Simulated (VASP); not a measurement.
Cr, 1 atom in the cell. Symmetry: Im-3m, No. 229, cubic system. The conventional cell has a = 2.813 Å, b = 2.813 Å, c = 2.813 Å, α = 90.00°, β = 90.00°, γ = 90.00°. Within 3.2 Å of Cr (site symmetry m-3m) lie 14 Cr at 2.44 to 2.81 Å. 

- Program: VASP 6.6.1
- Task: single point
- Functional: PBEsol
- Potentials or basis: VASP PAW PBE potentials, release 64 (Cr_pv)
- Cutoff: 520 eV
- k mesh: 12 × 12 × 12
- Occupations: fermi-dirac, width 0.05 eV
- Spin: collinear spin, ferromagnetic start
- Starting moments: [3.0] μB
- Dipole correction: no
- Further INCAR settings: ALGO = Normal; EDIFF = 1e-06; NBANDS = 16

Potentials or basis: VASP PAW PBE potentials, release 64 (Cr_pv).

Command:

```console
$ cat potpaw_PBE.64/Cr_pv/POTCAR > POTCAR
$ mpirun -np 1 vasp_std > vasp.out
```

Hardware: 1 thread of AMD EPYC 7R43 64-Core Processor (Zen 3), on a shared host.

Estimate the wall time of this run.

It took 19 s on 1 thread of AMD EPYC 7R43 64-Core Processor (Zen 3), on a shared host, peak memory 0.1 GiB. Counts: scf iterations 12, k points 72.
